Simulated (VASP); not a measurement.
Wanted: the native input for a VASP 6.6.1 run.

* Task: single point
* Functional: LDA
* Potentials or basis: VASP PAW LDA potentials, release 64 (Al, N)
* Cutoff: 520 eV
* k mesh: 9 × 9 × 6
* Occupations: gaussian, width 0.05 eV
* Spin: no spin polarisation
* Dipole correction: no
* Further INCAR settings: ALGO = Normal; EDIFF = 1e-06; NBANDS = 16

The structure of AlN lies in POSCAR:

```
AlN
1.0
    3.0887424016      0.0000000000      0.0000000000
   -1.5443712008      2.6749293856      0.0000000000
    0.0000000000      0.0000000000      4.9437688231
Al N
2 2
Direct
    0.3022752481      0.6602365904      0.0015212672
    0.6977247519      0.3397634096      0.5015212672
    0.3610474642      0.6724044311      0.3834787328
    0.6389525358      0.3275955689      0.8834787328
```

This cell differs from its parent crystal: atoms displaced along a vibrational mode.

These files were run (other wordings do the same):

INCAR

```
PREC = Accurate
ENCUT = 520
EDIFF = 1E-6
ISMEAR = 0
SIGMA = 0.05
LREAL = F
LASPH = T
NELM = 100
ALGO = Normal
ISIF = 2
LWAVE = F
LCHARG = F
NBANDS = 16
```

KPOINTS

```
regular mesh
0
Gamma
  9 9 6
```

Potentials or basis: VASP PAW LDA potentials, release 64 (Al, N).

Run with:

```bash
$ cat potpaw_LDA.64/Al/POTCAR potpaw_LDA.64/N/POTCAR > POTCAR
$ mpirun -np 1 vasp_std > vasp.out
```

Results of the run:

```json
{"Pressure": "0.4 GPa", "Largest force": "0.524 eV/Å", "Band gap on the k mesh": "4.33 eV"}
```

Caveat: the cell differs from its parent crystal (atoms displaced along a vibrational mode); an odd mesh through Γ misses points on the zone boundary, where band edges can lie.

It took 90 s on 1 thread of Intel Xeon 8259CL, on a shared host, peak memory 0.2 GiB.
